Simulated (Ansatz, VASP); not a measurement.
## One calculation of Ru, two programs

```xyz
2
Lattice="2.7059 0.0000 0.0000 -1.3530 2.3434 0.0000 0.0000 0.0000 4.2579" Properties=species:S:1:pos:R:3 pbc="T T T"
Ru    0.0000    1.5623    1.0645
Ru    1.3530    0.7811    3.1934
```

Alike in both runs: task single point; functional r2SCAN; k mesh 5 × 5 × 3; occupations fermi-dirac, width 0.1 eV; no spin polarisation.

|  | VASP | Ansatz |
| --- | --- | --- |
| version | VASP 6.6.1 | Ansatz 0.2.0 |
| potentials or method | VASP PAW PBE potentials, release 64 (Ru_pv), cutoff 520 eV | plane waves (500 eV) with PAW, scalar-relativistic |
| valence electrons in the cell | 28 | 32 |

VASP gave:

* pressure (GPa): 0.6
* traceless stress, the component that is largest in VASP (GPa): 6.14

**Question.** Which values does Ansatz return?

**Answer.** Pressure (GPa): -0.9; traceless stress, the component that is largest in VASP (GPa): 6.02.

VASP's potentials were made for PBE, not for r2SCAN. VASP's potentials hold 28 valence electrons a cell and Ansatz's 32, so a difference there can come from the potentials and not from the codes.

The k mesh is coarse, so the values compare programs but aren't converged.
